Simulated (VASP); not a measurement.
# W (Fd-3m) in VASP: notebook, part 2 of 2

VASP 6.6.1.

## (4) Relaxation of cell and atoms, PBE

This run uses another cell than the first one, of 21.39 Å³/atom, 0.799 times its volume.

INCAR reads:

```
SYSTEM = W
  ALGO = Normal
  EDIFF = 1E-6
  EDIFFG = -0.01
  ENCUT = 600
  GGA = PE
  IBRION = 2
  ISIF = 3
  ISMEAR = -1
  LASPH = .True.
  LCHARG = .False.
  LREAL = .False.
  LWAVE = .False.
  NELM = 60
  NSW = 80
  PREC = Accurate
  SIGMA = 0.1
```

KPOINTS reads:

```
k-points
0
Gamma
  10 10 10
  0 0 0
```

POSCAR reads:

```
W
1.0
    0.0000000000      2.7760741367      2.7760741367
    2.7760741367      0.0000000000      2.7760741367
    2.7760741367      2.7760741367      0.0000000000
W
2
Direct
    0.1250000000      0.1250000000      0.1250000000
    0.8750000000      0.8750000000      0.8750000000
```

Launch:

```bash
$ cat potpaw_PBE.64/W_sv/POTCAR > POTCAR
$ mpirun -np 1 vasp_std > vasp.out
```

Run time: 83 s. Hardware: 1 thread of Intel Xeon 6975P-C (Granite Rapids), shared host; peak memory 0.2 GiB.

Results (log left out):

```
Free energy                            : -20.6406 eV
Relaxed volume                         : 24.89 Å³/atom
Relaxed cell                           : a = 4.129 Å, b = 4.129 Å, c = 4.129 Å, α = 60.00°, β = 60.00°, γ = 60.00°
Space group after relaxing (to 0.05 Å) : Fd-3m (No. 227)
Energy gained by relaxing              : 238.9 meV/atom
Ionic steps                            : 19
Pressure after relaxing                : 0.0 GPa
Band gap on the k mesh                 : zero (band 14 reaches 5.62 eV, above the bottom of band 15 at 4.73 eV)
```

Step by step:
```csv
step,energy change (eV),largest force (eV/Å),pressure (GPa),volume (Å³)
1,0.0000,0.0000,24.71,42.79
2,0.8510,0.0000,-19.76,66.65
3,-0.4744,0.0000,-1.59,50.46
4,-0.4777,0.0000,-0.24,49.89
5,-0.4777,0.0000,0.12,49.75
6,-0.4777,0.0000,0.12,49.75
7,-0.4777,0.0000,0.14,49.75
8,-0.4777,0.0000,0.11,49.75
9,-0.4777,0.0000,0.11,49.75
10,-0.4777,0.0000,0.11,49.75
11,-0.4777,0.0000,0.11,49.75
12,-0.4777,0.0000,0.11,49.75
13,-0.4777,0.0000,0.11,49.75
14,-0.4777,0.0000,0.11,49.75
15,-0.4777,0.0000,0.12,49.75
16,-0.4777,0.0000,0.13,49.75
17,-0.4777,0.0000,0.10,49.76
18,-0.4777,0.0000,0.08,49.77
19,-0.4777,0.0000,0.05,49.79
```

Final structure:
```xyz
2
Lattice="0.0000 2.9198 2.9198 2.9198 0.0000 2.9198 2.9198 2.9198 0.0000" Properties=species:S:1:pos:R:3 pbc="T T T"
W     0.7300    0.7300    0.7300
W     5.1097    5.1097    5.1097
```

Levels at points of the mesh, in eV from the Fermi level:
| k point | band 11 | band 12 | band 13 | band 14 | band 15 | band 16 | band 17 | band 18 |
| --- | --- | --- | --- | --- | --- | --- | --- | --- |
| (0.00, 0.00, 0.00) | -1.82 | -1.07 | -1.07 | -1.07 | 1.54 | 1.54 | 1.54 | 5.23 |
| (0.50, 0.00, 0.00) | -1.61 | -1.61 | -1.22 | -1.22 | -0.43 | 2.67 | 2.67 | 4.26 |
| (0.50, 0.50, 0.00) | -1.32 | -1.32 | -1.13 | -1.13 | 1.09 | 1.09 | 4.63 | 4.63 |

Caveat: the volume moved by over 15 % at a fixed basis, so the end points are rough; spin-orbit coupling is left out, which moves the levels of the heavy elements.

## (5) Single point, PBE

This run uses another cell than the first one, of 24.80 Å³/atom, 0.926 times its volume.

INCAR reads:

```
SYSTEM = W
PREC     = Accurate       ! precision mode
ENCUT    = 520            ! plane-wave cutoff, eV
EDIFF    = 1E-6           ! SCF threshold, eV
ISMEAR   = -1             ! smearing method
SIGMA    = 0.1            ! smearing width, eV
LREAL    = .FALSE.        ! projectors in reciprocal space
LASPH    = .TRUE.         ! aspherical terms in the spheres
NELM     = 100            ! most SCF steps
ALGO     = Normal         ! electronic algorithm
ISIF     = 2              ! what is computed and relaxed
LWAVE    = .FALSE.        ! write WAVECAR
LCHARG   = .FALSE.        ! write CHGCAR
GGA      = PE             ! functional
NBANDS   = 21             ! bands
```

KPOINTS reads:

```
Automatic mesh
0
G
  15 15 15
  0 0 0
```

POSCAR reads:

```
W
1.0
    0.0000000000      2.9160588250      2.9160588250
    2.9160588250      0.0000000000      2.9160588250
    2.9160588250      2.9160588250      0.0000000000
W
2
Direct
    0.1250000000      0.1250000000      0.1250000000
    0.8750000000      0.8750000000      0.8750000000
```

Launch:

```bash
$ cat potpaw_PBE.64/W_sv/POTCAR > POTCAR
$ mpirun -np 1 vasp_std > vasp.out
```

It took 35 s on 1 thread of Intel Xeon 6975P-C (Granite Rapids), shared host; peak memory 0.23 GiB.

Results (log left out):

```yaml
Free_energy: -20.6432 eV
Pressure: 0.4 GPa
Band_gap_on_the_k_mesh: zero (band 14 reaches 5.70 eV, above the bottom of band 15 at 4.77 eV)
```

Levels at points of the mesh, in eV from the Fermi level:
| k point | band 11 | band 12 | band 13 | band 14 | band 15 | band 16 | band 17 | band 18 |
| --- | --- | --- | --- | --- | --- | --- | --- | --- |
| (0.00, 0.00, 0.00) | -1.84 | -1.08 | -1.08 | -1.08 | 1.54 | 1.54 | 1.54 | 5.25 |

Caveat: spin-orbit coupling is left out, which moves the levels of the heavy elements.

## (6) Single point, PBE

This run uses another cell than the first one, of 24.80 Å³/atom, 0.926 times its volume.

INCAR reads:

```
PREC     = Accurate       # precision mode
ENCUT    = 520            # plane-wave cutoff, eV
EDIFF    = 1E-6           # SCF threshold, eV
ISMEAR   = -1             # smearing method
SIGMA    = 0.1            # smearing width, eV
LREAL    = False          # projectors in reciprocal space
LASPH    = True           # aspherical terms in the spheres
NELM     = 100            # most SCF steps
ALGO     = Normal         # electronic algorithm
ISIF     = 2              # what is computed and relaxed
LWAVE    = False          # write WAVECAR
LCHARG   = False          # write CHGCAR
GGA      = PE             # functional
NBANDS   = 21             # bands
```

KPOINTS reads:

```
regular mesh
0
Gamma
  5 5 5
```

POSCAR reads:

```
W
1.0
    0.0000000000      2.9160588243      2.9160588243
    2.9160588243      0.0000000000      2.9160588243
    2.9160588243      2.9160588243      0.0000000000
W
2
Direct
    0.1250000000      0.1250000000      0.1250000000
    0.8750000000      0.8750000000      0.8750000000
```

Potentials or basis: VASP PAW PBE potentials, release 64 (W_sv).

Launch:

```bash
$ cat potpaw_PBE.64/W_sv/POTCAR > POTCAR
$ mpirun -np 1 vasp_std > vasp.out
```

OUTCAR:

```text
PREC = Accurate
   ENCUT = 520
   EDIFF = 1E-6
   ISMEAR = -1
   LREAL = False
   LASPH = True
   NELM = 100
   ISIF = 2
   GGA = PE

 ion  position               nearest neighbor table
   1  0.125  0.125  0.125-   2 2.53   2 2.53   2 2.53   2 2.53
   2  0.875  0.875  0.875-   1 2.53   1 2.53   1 2.53   1 2.53

  LATTYP: Found a face centered cubic cell.
 ALAT       =     5.8321176486

  Lattice vectors:

 A1 = (   0.0000000000,   2.9160588243,   2.9160588243)
 A2 = (   2.9160588243,   0.0000000000,   2.9160588243)
 A3 = (   2.9160588243,   2.9160588243,   0.0000000000)

Analysis of symmetry for initial positions (statically):
=====================================================================
 Subroutine PRICEL returns:
 Original cell was already a primitive cell.

 Routine SETGRP: Setting up the symmetry group for a
 face centered cubic supercell.

 Subroutine GETGRP returns: Found 48 space group operations
 (whereof 12 operations were pure point group operations)
 out of a pool of 48 trial point group operations.

The static configuration has the point symmetry D_3d.
 The point group associated with its full space group is O_h .

Analysis of symmetry for dynamics (positions and initial velocities):
=====================================================================
 Subroutine PRICEL returns:
 Original cell was already a primitive cell.

 Routine SETGRP: Setting up the symmetry group for a
 face centered cubic supercell.

 Subroutine GETGRP returns: Found 48 space group operations
 (whereof 12 operations were pure point group operations)
 out of a pool of 48 trial point group operations.

The dynamic configuration has the point symmetry D_3d.
 The point group associated with its full space group is O_h .

 Subroutine INISYM returns: Found 48 space group operations
 (whereof 12 operations are pure point group operations),
 and found     1 'primitive' translations

----------------------------------------------------------------------------------------

                                     Primitive cell

  volume of cell :      49.5928

  direct lattice vectors                    reciprocal lattice vectors
     0.000000000  2.916058824  2.916058824    -0.171464305  0.171464305  0.171464305
     2.916058824  0.000000000  2.916058824     0.171464305 -0.171464305  0.171464305
     2.916058824  2.916058824  0.000000000     0.171464305  0.171464305 -0.171464305

  length of vectors
     4.123929938  4.123929938  4.123929938     0.296984888  0.296984888  0.296984888

  position of ions in fractional coordinates (direct lattice)
     0.125000000  0.125000000  0.125000000
     0.875000000  0.875000000  0.875000000

  ion indices of the primitive-cell ions
   primitive index   ion index
                 1           1
                 2           2

----------------------------------------------------------------------------------------

 KPOINTS: regular mesh

Automatic generation of k-mesh.
 Grid dimensions read from file:
 generate k-points for:    5    5    5

 Generating k-lattice:

  Cartesian coordinates                     Fractional coordinates (reciprocal lattice)
    -0.034292861  0.034292861  0.034292861     0.200000000  0.000000000  0.000000000
     0.034292861 -0.034292861  0.034292861     0.000000000  0.200000000  0.000000000
     0.034292861  0.034292861 -0.034292861     0.000000000  0.000000000  0.200000000

  Length of vectors
     0.059396978  0.059396978  0.059396978

  Shift w.r.t. Gamma in fractional coordinates (k-lattice)
     0.000000000  0.000000000  0.000000000

 Subroutine IBZKPT returns following result:
 ===========================================

 Found     10 irreducible k-points:

 Following reciprocal coordinates:
            Coordinates               Weight
  0.000000  0.000000  0.000000      1.000000
  0.200000  0.000000  0.000000      8.000000
  0.400000  0.000000  0.000000      8.000000
  0.200000  0.200000  0.000000      6.000000
  0.400000  0.200000  0.000000     24.000000
 -0.400000  0.200000  0.000000     24.000000
 -0.200000  0.200000  0.000000     12.000000
  0.400000  0.400000  0.000000      6.000000
 -0.400000  0.400000  0.000000     12.000000
 -0.400000  0.400000  0.200000     24.000000
   k-points           NKPTS =     10   k-points in BZ     NKDIM =     10   number of bands    NBANDS=     21
   number of dos      NEDOS =    301   number of ions     NIONS =      2
   total plane-waves  NPLWV =  32768
   dimension x,y,z NGX =    32 NGY =   32 NGZ =   32
   dimension x,y,z NGXF=    64 NGYF=   64 NGZF=   64
   ions per type =               2
   NGX,Y,Z   is equivalent  to a cutoff of  12.90, 12.90, 12.90 a.u.
   NGXF,Y,Z  is equivalent  to a cutoff of  25.80, 25.80, 25.80 a.u.
 SYSTEM =  unknown system
   PREC   = accura    normal or accurate (medium, high low for compatibility)
   ISTART =      0    job   : 0-new  1-cont  2-samecut
   ICHARG =      2    charge: 1-file 2-atom 10-const
   ISPIN  =      1    spin polarized calculation?
   LNONCOLLINEAR =      F non collinear calculations
   LSORBIT =      F    spin-orbit coupling
   LASPH  =      T    aspherical Exc in radial PAW
   ENCUT  =  520.0 eV  38.22 Ry    6.18 a.u.   7.67  7.67  7.67*2*pi/ulx,y,z
   NELM   =    100;   NELMIN=  2; NELMDL= -5     # of ELM steps
   EDIFF  = 0.1E-05   stopping-criterion for ELM
   LREAL  =      F    real-space projection
   EDIFFG = 0.1E-04   stopping-criterion for IOM
   NSW    =      0    number of steps for IOM
   IBRION =     -1    ionic relax: 0-MD 1-quasi-New 2-CG
   NFREE  =      0    steps in history (QN), initial steepest desc. (CG)
   ISIF   =      2    stress and relaxation
   ISYM   =      2    0-nonsym 1-usesym 2-fastsym
   POTIM  = 0.5000    time-step for ionic-motion
   TEBEG  =    0.0;   TEEND  =   0.0 temperature during run
   PSTRESS=    0.0 pullay stress
   NELECT =      28.0000    total number of electrons
   NUPDOWN=      -1.0000    fix difference up-down
   EMIN   =  10.00;   EMAX   =-10.00  energy-range for DOS
   EFERMI =   0.00;   METHOD = LEGACY
   ISMEAR =    -1;   SIGMA  =   0.10  broadening in eV -4-tet -1-fermi 0-gaus
   EFERMI_NEDOS =   21; number of points for ismear=-14 and -15
   IALGO  =     38    algorithm
   IMIX   =      4    mixing-type and parameters
     AMIX     =   0.40;   BMIX     =  1.00
     AMIX_MAG =   1.60;   BMIX_MAG =  1.00
  volume/ion in A,a.u.               =      24.80       167.33
  Fermi-wavevector in a.u.,A,eV,Ry     =   1.353073  2.556937 24.909635  1.830807
  Thomas-Fermi vector in A             =   2.480359
   LORBIT       =      0    0 simple, 1 ext, 2 COOP (PROOUT), +10 PAW based schemes
   GGA     = PE    functional components
   LHFCALC =     F    Hartree Fock is set to
   AEXX    =    0.0000 exact exchange contribution
   IVDW    =     0    specifies the selected vdW correction
   LEPSILON=     F    determine dielectric tensor
   LRPA    =     F    only Hartree local field effects (RPA)
 non-spin polarized calculation
  energy-cutoff  :      520.00
  volume of cell :       49.59
 maximum number of plane-waves:      1363
   NGX = 15   NGY = 15   NGZ = 15

 number of electron      28.0000000 magnetization

 Free energy of the ion-electron system (eV)
  ---------------------------------------------------
  ext. energy  EPLUGINS =         0.00000000
  ---------------------------------------------------
  free energy    TOTEN  =       -20.62636861 eV

  energy without entropy =      -20.52316047  energy(sigma->0) =      -20.57476454

 E-fermi :   5.1860     XC(G=0): -10.7714

 val. band max:        5.1843484901   @ k =  -0.4000   0.4000   0.0000
 cond. band min:       5.2348158359   @ k =  -0.2000   0.2000   0.0000
 fundamental gap:      0.0504673458
 Fermi energy:         5.1859723884

 k-point     1 :       0.0000    0.0000    0.0000
  band No.  band energies     occupation
      1     -67.9548      2.00000
      2     -67.6429      2.00000
      3     -32.5344      2.00000
      4     -32.5344      2.00000
      5     -32.5344      2.00000
      6     -31.6304      2.00000
[... 13 lines left out ...]
     20      15.8561      0.00000
     21      16.0155      0.00000
[... 193 lines left out ...]
 k-point    10 :      -0.4000    0.4000    0.2000
  band No.  band energies     occupation
      1     -67.8388      2.00000
      2     -67.7608      2.00000
      3     -32.7378      2.00000
      4     -32.7016      2.00000
      5     -32.2362      2.00000
      6     -31.9415      2.00000
[... 13 lines left out ...]
     20      10.6313      0.00000
     21      11.1511      0.00000

------------------------ aborting loop because EDIFF is reached ----------------------------------------

  FORCE on cell =-STRESS in cart. coord.  units (eV):
  Direction    XX          YY          ZZ          XY          YZ          ZX
  --------------------------------------------------------------------------------------
  -------------------------------------------------------------------------------------
  Total        0.0734454      0.0734454      0.0734454      0.0000000      0.0000000      0.0000000
  in kB        2.3727752      2.3727752      2.3727752      0.0000000      0.0000000      0.0000000
  external PRESSURE =       2.3727752 kB  Pullay stress =       0.0000000 kB

 VOLUME and BASIS-vectors are now :
 -----------------------------------------------------------------------------
  energy-cutoff  :      520.00
  volume of cell :       49.59
      direct lattice vectors                 reciprocal lattice vectors
     0.000000000  2.916058824  2.916058824    -0.171464305  0.171464305  0.171464305
     2.916058824  0.000000000  2.916058824     0.171464305 -0.171464305  0.171464305
     2.916058824  2.916058824  0.000000000     0.171464305  0.171464305 -0.171464305

 POSITION                                       TOTAL-FORCE (eV/Angst)
 -----------------------------------------------------------------------------------
      0.72901      0.72901      0.72901         0.000000      0.000000      0.000000
      5.10310      5.10310      5.10310        -0.000000     -0.000000     -0.000000
 -----------------------------------------------------------------------------------
    total drift:                                0.000000      0.000000     -0.000000

  FREE ENERGIE OF THE ION-ELECTRON SYSTEM (eV)
  ---------------------------------------------------
  free  energy   TOTEN  =       -20.6263686125 eV

  energy  without entropy=      -20.5231604725  energy(sigma->0) =      -20.57476454
```

Wall time 21 s (1 thread of AMD EPYC 7R13, shared host); peak memory 0.14 GiB.

What came out:

```yaml
Free_energy: -20.6264 eV
Pressure: 0.2 GPa
Band_gap_on_the_k_mesh: zero (band 14 reaches 5.23 eV, above the bottom of band 15 at 4.76 eV)
```

Levels at points of the mesh, in eV from the Fermi level:
```csv
k point,band 11,band 12,band 13,band 14,band 15,band 16,band 17,band 18
"(0.00, 0.00, 0.00)",-1.82,-1.07,-1.07,-1.07,1.56,1.56,1.56,5.27
```

Caveat: the k points lie up to 0.37 Å⁻¹ apart; spin-orbit coupling is left out, which moves the levels of the heavy elements.

## (7) The runs side by side

```tsv
task	cell	k mesh	cutoff (eV)	gap on the mesh (eV)	pressure (GPa)
single point	a = 4.231 Å, angles 60.0°, 2 atoms	11 × 11 × 11	520	none	-7.7
single point	a = 4.283 Å, angles 60.0°, 2 atoms	11 × 11 × 11	520	none	-10.7
relaxation of cell and atoms	relaxed from a = 3.926 Å, angles 60.0°, 2 atoms	10 × 10 × 10	600	none	0.0
single point	a = 4.124 Å, angles 60.0°, 2 atoms	15 × 15 × 15	520	none	0.4
single point	a = 4.124 Å, angles 60.0°, 2 atoms	5 × 5 × 5	520	none	0.2
```

Alike in all rows: level PBE; potentials or basis VASP PAW PBE potentials, release 64 (W_sv); no spin polarisation; smearing fermi-dirac 0.1 eV.

Caveats: some runs use coarse meshes; spin-orbit coupling is left out, which moves the levels of the heavy elements; the volume moved by over 15 % at a fixed basis, so the end points are rough (some runs).

Total energies depend on the potentials used, so only differences within one code and one set of settings carry meaning.
